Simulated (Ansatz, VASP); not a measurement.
## CeO2 in VASP and in Ansatz

```xyz
3
Lattice="0.0000 2.7868 2.7321 2.7321 0.0000 2.7321 2.7321 2.7868 0.0000" Properties=species:S:1:pos:R:3 pbc="T T T"
Ce    0.0000    0.0000    0.0000
O     1.3661    1.3934    1.3661
O     4.0982    4.1802    4.0982
```

Change from the starting cell: strain e2 = +0.02, atoms carried along.

Alike in both runs: task single point; functional PBE; k mesh 12 × 12 × 12; occupations gaussian, width 0.05 eV; no spin polarisation.

```csv
,VASP,Ansatz
version,VASP 6.6.1,Ansatz 0.2.0
potentials or method,"VASP PAW PBE potentials, release 64 (Ce, O), cutoff 520 eV","scalar-relativistic, plane waves, PAW"
valence electrons in the cell,24,24
```

VASP gave:

```
gap on the k mesh at the Fermi level (eV)                     : 1.79
least direct gap on the mesh (eV)                             : 1.89
pressure (GPa)                                                : -3.4
traceless stress, the component that is largest in VASP (GPa) : -3.07
```

Question: Estimate Ansatz's values.

Answer: gap on the k mesh at the Fermi level (eV): 1.82; least direct gap on the mesh (eV): 1.92; pressure (GPa): -3.3; traceless stress, the component that is largest in VASP (GPa): -3.09.

Spin-orbit coupling is off throughout.
